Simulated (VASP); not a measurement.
Set up this calculation in VASP 6.6.1, as the native input.

- Task: single point
- Functional: PBEsol
- Potentials or basis: VASP PAW PBE potentials, release 64 (Ba_sv, Ti_sv, O)
- Cutoff: 520 eV
- k mesh: 6 × 6 × 6
- Occupations: gaussian, width 0.02 eV
- Spin: no spin polarisation
- Dipole correction: no
- Further INCAR settings: ALGO = Normal; EDIFF = 1e-07; NBANDS = 28

The structure of BaTiO3 lies in POSCAR:

```
BaTiO3
1.0
    2.8193782869      1.6423719920      2.2963980085
   -2.8265732902      1.6079329908      2.3294340357
   -0.0334225516     -3.2905616540      2.3412718630
Ba Ti O
1 1 3
Direct
    0.0026354493      0.0148621033      0.0353983570
    0.5181817518      0.5016307606      0.5229100921
    0.4831800789      0.4750976295      0.9688660862
    0.4779043671      0.9706272881      0.4676554668
    1.0205296430      0.4990537475      0.4955453533
```

This cell differs from its parent crystal: atoms moved at random and the cell strained at random.

The input as run:

INCAR

```
SYSTEM = BaTiO3
PREC = Accurate
ENCUT = 520
EDIFF = 1E-7
ISMEAR = 0
SIGMA = 0.02
LREAL = .False.
LASPH = .True.
NELM = 100
ALGO = Normal
ISIF = 2
LWAVE = .False.
LCHARG = .False.
GGA = PS
NBANDS = 28
```

KPOINTS

```
Automatic mesh
0
Gamma
  6 6 6
  0 0 0
```

Potentials or basis: VASP PAW PBE potentials, release 64 (Ba_sv, Ti_sv, O).

Launch:

```console
$ cat potpaw_PBE.64/Ba_sv/POTCAR potpaw_PBE.64/Ti_sv/POTCAR potpaw_PBE.64/O/POTCAR > POTCAR
$ mpirun -np 1 vasp_std > vasp.out
```

Results of the run:

```
Pressure               : 1.8 GPa
Largest force          : 1.502 eV/Å
Band gap on the k mesh : 2.09 eV (least direct gap 2.46 eV)
```

Caveat: the cell differs from its parent crystal (atoms moved at random and the cell strained at random); the PAW data sets were made with another functional, which shifts forces and pressure a little; spin-orbit coupling is left out, which moves the levels of the heavy elements.

Run time: 4.2 min on 1 thread of Intel Xeon 8259CL (shared host), peak memory 0.32 GiB.
